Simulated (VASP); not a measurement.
# Be3ZnTe4: single point with PBE

Be3ZnTe4:

```
Be Zn Te
1.0
     4.08498    0.00000    0.00000
     0.00000    4.08498    0.00000
     0.00000    0.00000   11.65674
Be Zn Te
3 1 4
Direct
  0.00000 0.00000 0.00000
  0.50000 0.50000 0.23958
  0.50000 0.50000 0.76042
  0.00000 0.00000 0.50000
  0.50000 0.00000 0.11962
  0.00000 0.50000 0.35772
  0.50000 0.00000 0.64228
  0.00000 0.50000 0.88038
```

```
Program                 : VASP 6.6.1
Task                    : single point
Functional              : PBE
Potentials or basis     : VASP PAW PBE potentials, release 64 (Be, Zn, Te)
Cutoff                  : 520 eV
k mesh                  : 8 × 8 × 4
Occupations             : gaussian, width 0.02 eV
Spin                    : no spin polarisation
Dipole correction       : no
k mesh for the DOS      : 12 × 12 × 6
Occupations for the DOS : tetrahedron
Further INCAR settings  : ALGO = Normal; EDIFF = 1e-06; NBANDS = 31
```

The valence electrons inside the program's atomic spheres are Be 0.90; Zn 10.76; Te 3.48, 3.47 (each value once).

Levels at points of the mesh, in eV from the valence-band top:
```
           k point  band 17  band 18  band 19  band 20  band 21  band 22  band 23  band 24  band 25  band 26
(0.00, 0.00, 0.00)    -1.35    -1.35    -0.15     0.00     0.00     1.96     2.37     2.49     2.79     2.85
(0.50, 0.00, 0.00)    -1.37    -1.32    -1.13    -1.10    -0.52     2.26     2.72     3.44     3.59     4.35
(0.50, 0.50, 0.00)    -3.03    -2.62    -2.48    -2.48    -2.40     2.01     2.06     2.06     2.83     5.06
(0.00, 0.00, 0.50)    -1.24    -0.82    -0.82    -0.38    -0.38     1.95     2.25     2.91     3.01     3.17
(0.50, 0.00, 0.50)    -1.86    -1.37    -1.36    -1.33    -0.52     2.91     3.25     3.29     3.36     4.28
(0.50, 0.50, 0.50)    -2.89    -2.84    -2.83    -2.66    -2.66     2.62     2.94     2.94     3.08     3.08
```

Run time: 11 min on 1 thread of Oxide Virtual Turin-like Processor (shared host), peak memory 0.67 GiB.

Caveat: spin-orbit coupling is left out, which moves the levels of the heavy elements.
